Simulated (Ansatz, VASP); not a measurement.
**Ir in VASP and in Ansatz**

```
CELL_PARAMETERS angstrom
0.00000 1.86211 1.91970
1.86211 0.00000 1.91970
1.86211 1.86211 0.00000
ATOMIC_POSITIONS crystal
Ir 0.00000 0.00000 0.00000
```

Change from the starting cell: strain -0.030 along x and y, +0.000 along z, atoms carried along.

Alike in both runs: task single point; functional r2SCAN; k mesh 22 × 22 × 22; occupations gaussian, width 0.15 eV; no spin polarisation.

|  | VASP | Ansatz |
| --- | --- | --- |
| version | VASP 6.6.1 | Ansatz 0.2.0 |
| potentials or method | VASP PAW PBE potentials, release 64 (Ir), cutoff 520 eV | scalar-relativistic, plane waves, PAW |
| valence electrons in the cell | 9 | 17 |

VASP gave:

```
gap on the k mesh at the Fermi level (eV)                     : none
pressure (GPa)                                                : 32.7
traceless stress, the component that is largest in VASP (GPa) : -9.37
```

Q: Estimate Ansatz's values.

A: gap on the k mesh at the Fermi level (eV): none; pressure (GPa): 29.1; traceless stress, the component that is largest in VASP (GPa): -9.33.

VASP's potentials were made for PBE, not for r2SCAN. A gap of «none» marks a metal or a gap that the smearing closes. The pressures are high and differ by over a tenth, so treat them with care. The functional is the same, so the differences come from potentials, cutoffs and numerics. VASP's potentials hold 9 valence electrons a cell and Ansatz's 17, so a difference there can come from the potentials and not from the codes.

Neither program's run includes spin-orbit coupling.
